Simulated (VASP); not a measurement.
# MgI2 (R-3m) in VASP: settings compared, part 2 of 2

VASP 6.6.1.

## 3. Single point, r2SCAN

The input, POSCAR:

```
MgI2
1.0
    2.0786779602      1.2001252800      6.8923460240
   -2.0786779602      1.2001252800      6.8923460240
    0.0000000000     -2.4002505596      6.8923460241
Mg I
1 2
Direct
    0.0000000000      0.0000000000      0.0000000000
    0.2526882645      0.2526882645      0.2526882645
    0.7473117355      0.7473117355      0.7473117355
```

The input, INCAR.step1:

```
SYSTEM = MgI2
PREC = Accurate ; ENCUT = 520
ISMEAR = 0 ; SIGMA = 0.01
LREAL = .FALSE. ; LASPH = .TRUE.
NELM = 80 ; NBANDS = 15
GGA = PE ; ALGO = Normal
EDIFF = 1E-4 ; LWAVE = .TRUE.
LCHARG = .FALSE.
```

The input, INCAR.step2:

```
SYSTEM = MgI2
PREC = Accurate ; ENCUT = 520
EDIFF = 1E-6 ; ISMEAR = 0
SIGMA = 0.01 ; LREAL = .FALSE.
LASPH = .TRUE. ; NELM = 80
ALGO = Normal ; ISIF = 2
LWAVE = .FALSE. ; LCHARG = .TRUE.
METAGGA = R2SCAN ; LMIXTAU = .TRUE.
LELF = .TRUE. ; LVHAR = .TRUE.
NBANDS = 15 ; ISTART = 1
```

The input, KPOINTS:

```
Automatic mesh
0
G
  8 8 8
  0 0 0
```

Potentials or basis: VASP PAW PBE potentials, release 64 (Mg, I).

Launch:

```console
> cat potpaw_PBE.64/Mg/POTCAR potpaw_PBE.64/I/POTCAR > POTCAR
> cp INCAR.step1 INCAR
> mpirun -np 1 vasp_std > vasp.out
> cp INCAR.step2 INCAR
> mpirun -np 1 vasp_std > vasp.out
```

OUTCAR:

```text
SYSTEM = MgI2
   PREC = Accurate
   ENCUT = 520
   EDIFF = 1E-6
   ISMEAR = 0
   LREAL = .FALSE.
   LASPH = .TRUE.
   NELM = 80
   ISIF = 2
   METAGGA = R2SCAN
   ISTART = 1

 ion  position               nearest neighbor table
   1  0.000  0.000  0.000-   3 2.92   3 2.92   2 2.92   2 2.92   3 2.92   2 2.92
   2  0.253  0.253  0.253-   1 2.92   1 2.92   1 2.92
   3  0.747  0.747  0.747-   1 2.92   1 2.92   1 2.92

  LATTYP: Found a trigonal (rhomboedric) cell.
 ALAT       =     7.2983310739
 COS(alpha) =     0.8377602391

  Lattice vectors:

 A1 = (   2.0786779602,   1.2001252800,   6.8923460240)
 A2 = (  -2.0786779602,   1.2001252800,   6.8923460240)
 A3 = (   0.0000000000,  -2.4002505596,   6.8923460241)

Analysis of symmetry for initial positions (statically):
=====================================================================
 Subroutine PRICEL returns:
 Original cell was already a primitive cell.

 Routine SETGRP: Setting up the symmetry group for a
 trigonal (rhombohedral) supercell.

 Subroutine GETGRP returns: Found 12 space group operations
 (whereof 12 operations were pure point group operations)
 out of a pool of 12 trial point group operations.

The static configuration has the point symmetry D_3d.

Analysis of symmetry for dynamics (positions and initial velocities):
=====================================================================
 Subroutine PRICEL returns:
 Original cell was already a primitive cell.

 Routine SETGRP: Setting up the symmetry group for a
 trigonal (rhombohedral) supercell.

 Subroutine GETGRP returns: Found 12 space group operations
 (whereof 12 operations were pure point group operations)
 out of a pool of 12 trial point group operations.

The dynamic configuration has the point symmetry D_3d.

 Subroutine INISYM returns: Found 12 space group operations
 (whereof 12 operations are pure point group operations),
 and found     1 'primitive' translations
[... 125 lines left out ...]
   IVDW    =     0    specifies the selected vdW correction
   LEPSILON=     F    determine dielectric tensor
   LRPA    =     F    only Hartree local field effects (RPA)
 non-spin polarized calculation
 Gauss-broadening in eV      SIGMA  =   0.01
  energy-cutoff  :      520.00
  volume of cell :      103.16
 maximum number of plane-waves:      2809
   NGX = 27   NGY = 27   NGZ = 27

 number of electron      16.0000000 magnetization

 Free energy of the ion-electron system (eV)
  ---------------------------------------------------
  ext. energy  EPLUGINS =         0.00000000
  ---------------------------------------------------
  free energy    TOTEN  =       -56.92546933 eV

  energy without entropy =      -56.92546933  energy(sigma->0) =      -56.92546933

 E-fermi :   2.0333     XC(G=0):  -8.5399

 val. band max:        1.9579329258   @ k =   0.0000   0.0000   0.0000
 cond. band min:       5.7725885180   @ k =   0.5000   0.5000   0.0000
 fundamental gap:      3.8146555922
 Fermi energy:         2.0332970454

 k-point     1 :       0.0000    0.0000    0.0000
  band No.  band energies     occupation
      1     -10.4714      2.00000
      2      -9.7234      2.00000
      3      -1.5794      2.00000
      4       1.4882      2.00000
      5       1.4882      2.00000
      6       1.8945      2.00000
      7       1.8945      2.00000
      8       1.9579      2.00000
      9       6.4622      0.00000
     10       7.3555      0.00000
     11       9.0751      0.00000
     12       9.0751      0.00000
     13      10.2224      0.00000
     14      10.4121      0.00000
[... 401 lines left out ...]
      2      -9.6299      2.00000
      3      -1.0733      2.00000
      4      -0.0850      2.00000
      5       0.3537      2.00000
      6       1.0905      2.00000
      7       1.4317      2.00000
      8       1.5260      2.00000
      9       7.1237      0.00000
     10       8.4351      0.00000
     11       8.8574      0.00000
     12       9.9182      0.00000
     13       9.9919      0.00000
     14      10.5152      0.00000
     15      11.3256      0.00000

 [... further k-points ...]

------------------------ aborting loop because EDIFF is reached ----------------------------------------

  FORCE on cell =-STRESS in cart. coord.  units (eV):
  Direction    XX          YY          ZZ          XY          YZ          ZX
  --------------------------------------------------------------------------------------
  -------------------------------------------------------------------------------------
  Total        0.3065021      0.3065021      0.3571430      0.0000000     -0.0000000      0.0000000
  in kB        4.7600549      4.7600549      5.5465200      0.0000000     -0.0000000      0.0000000
  external PRESSURE =       5.0222099 kB  Pullay stress =       0.0000000 kB

 VOLUME and BASIS-vectors are now :
 -----------------------------------------------------------------------------
  energy-cutoff  :      520.00
  volume of cell :      103.16
      direct lattice vectors                 reciprocal lattice vectors
     2.078677960  1.200125280  6.892346024     0.240537500  0.138874390  0.048362826
    -2.078677960  1.200125280  6.892346024    -0.240537500  0.138874390  0.048362826
     0.000000000 -2.400250560  6.892346024     0.000000000 -0.277748781  0.048362826

 POSITION                                       TOTAL-FORCE (eV/Angst)
 -----------------------------------------------------------------------------------
      0.00000      0.00000      0.00000        -0.000000     -0.000000     -0.000000
      0.00000      0.00000      5.22484         0.000000      0.000000      0.042919
      0.00000      0.00000     15.45219         0.000000     -0.000000     -0.042919
 -----------------------------------------------------------------------------------
    total drift:                                0.000000      0.000000     -0.000000

  FREE ENERGIE OF THE ION-ELECTRON SYSTEM (eV)
  ---------------------------------------------------
  free  energy   TOTEN  =       -56.9254693349 eV

  energy  without entropy=      -56.9254693349  energy(sigma->0) =      -56.92546933
```

Run time: 21 min. Hardware: 1 thread of Intel Xeon Platinum 8375C at 2.90GHz (Ice Lake), shared host; peak memory 0.48 GiB.

Results:

| Item | Value |
| --- | --- |
| Free energy | -56.9255 eV |
| Pressure | 0.5 GPa |
| Largest force | 0.043 eV/Å |
| Band gap on the k mesh | 3.81 eV (least direct gap 4.24 eV) |

Forces on the atoms (eV/Å):
```
Mg   0.000  0.000  0.000
I    0.000  0.000  0.043
I    0.000  0.000 -0.043
```

Stress tensor (GPa, compression positive):
```
0.48 0.00 0.00
0.00 0.48 0.00
0.00 0.00 0.55
```

Levels at points of the mesh, in eV from the valence-band top:
```tsv
k point	band 6	band 7	band 8	band 9	band 10	band 11
(0.00, 0.00, 0.00)	-0.06	-0.06	0.00	4.50	5.40	7.12
(0.50, 0.00, 0.00)	-1.24	-1.24	-0.71	4.42	5.99	6.96
(0.50, 0.50, 0.00)	-1.33	-0.47	-0.43	3.81	5.64	5.67
(0.50, 0.50, 0.50)	-0.37	-0.18	-0.18	5.40	5.59	7.30
```

Caveat: the PAW data sets were made with another functional, which shifts forces and pressure a little; spin-orbit coupling is left out, which moves the levels of the heavy elements.
